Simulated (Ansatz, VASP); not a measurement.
One calculation of Si2B3, two programs

```
Si B
1.0
     3.40486    0.00000    0.00000
    -1.70243    2.94870    0.00000
     0.00000    0.00000    4.95008
Si B
2 3
Direct
  0.33333 0.66667 0.68654
  0.66667 0.33333 0.31346
  0.00000 0.00000 0.00000
  0.33333 0.66667 0.23307
  0.66667 0.33333 0.76693
```

Change from the starting cell: species swapped into the Al3Cu2 type (P-3m1, No. 164).

Alike in both runs: functional PBE; k mesh 5 × 5 × 4; occupations gaussian, width 0.2 eV; no spin polarisation.

Ansatz relaxed the structure, and its values are those at the end. VASP's run is a single point on that final structure, the one shown.

```csv
,VASP,Ansatz
version,VASP 6.6.1,Ansatz 0.2.0
potentials or method,"VASP PAW PBE potentials, release 64 (Si, B), cutoff 500 eV","scalar-relativistic, plane waves, PAW"
valence electrons in the cell,17,17
```

Ansatz gave:

| Quantity | Value |
| --- | --- |
| gap on the k mesh at the Fermi level (eV) | none |
| pressure (GPa) | 0.2 |
| rms of the force components (eV/Å) | 0.008 |

**Question.** What did VASP give for the same quantities?

**Answer.** gap on the k mesh at the Fermi level (eV): none; pressure (GPa): 0.1; rms of the force components (eV/Å): 0.006.

A gap of «none» marks a metal or a gap that the smearing closes.

The k mesh is coarse, so the values compare programs but aren't converged.
